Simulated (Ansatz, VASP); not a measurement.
**LaHg in VASP and in Ansatz**

File INCAR:

```
SYSTEM = LaHg
  PREC = Accurate
  ENCUT = 520
  EDIFF = 1E-8
  ISMEAR = -1
  SIGMA = 0.08
  LREAL = .FALSE.
  LASPH = .TRUE.
  NELM = 80
  ALGO = Normal
  ISIF = 2
  LWAVE = .FALSE.
  LCHARG = .FALSE.
  LEFG = .TRUE.
  NBANDS = 18
```

File KPOINTS:

```
Automatic mesh
0
G
  11 11 11
  0 0 0
```

File POSCAR:

```
LaHg
1.0
    3.8874926325      0.0000000000      0.0000000000
    0.0000000000      3.8874926325      0.0000000000
    0.0000000000      0.0000000000      3.8874926325
La Hg
1 1
Direct
    0.5000000000      0.5000000000      0.5000000000
    0.0000000000      0.0000000000      0.0000000000
```

Input for Ansatz:

```yaml
crystal:
  lattice:
    - [3.8874926325, 0.0, 0.0]
    - [0.0, 3.8874926325, 0.0]
    - [0.0, 0.0, 3.8874926325]
  atoms:
    - { symbol: La, position: [0.5, 0.5, 0.5] }
    - { symbol: Hg, position: [0.0, 0.0, 0.0] }
kpoints:
  mp_grid: { grid: [11, 11, 11] }
scf:
  occupations: { method: fermi_dirac, width: 0.08 }
hamiltonian:
  xc: lda
  pseudopotentials: { kind: all_electron, datasets: crystal }
output:
  forces: true
  stress: true
  eigenvalues: true
  efg: { contact_densities: true }
```

Change from the starting cell: volume scaled by 1.04, crystal datasets.

Alike in both runs: task electric field gradients; functional LDA; k mesh 11 × 11 × 11; occupations fermi-dirac, width 0.08 eV; no spin polarisation.

|  | VASP | Ansatz |
| --- | --- | --- |
| version | VASP 6.6.1 | Ansatz 0.2.0 |
| potentials or method | VASP PAW LDA potentials, release 64 (La, Hg), cutoff 520 eV | all-electron PAW with datasets made for the crystal, scalar-relativistic |

```csv
,VASP,Ansatz,Ansatz less VASP
pressure (GPa),-3.7,-3.8,-0.12
```

LDA's correlation is that of Perdew and Zunger in VASP and of Perdew and Wang (1992) in Ansatz. Ansatz ran all-electron here, and VASP with PAW potentials.

Neither program's run includes spin-orbit coupling.
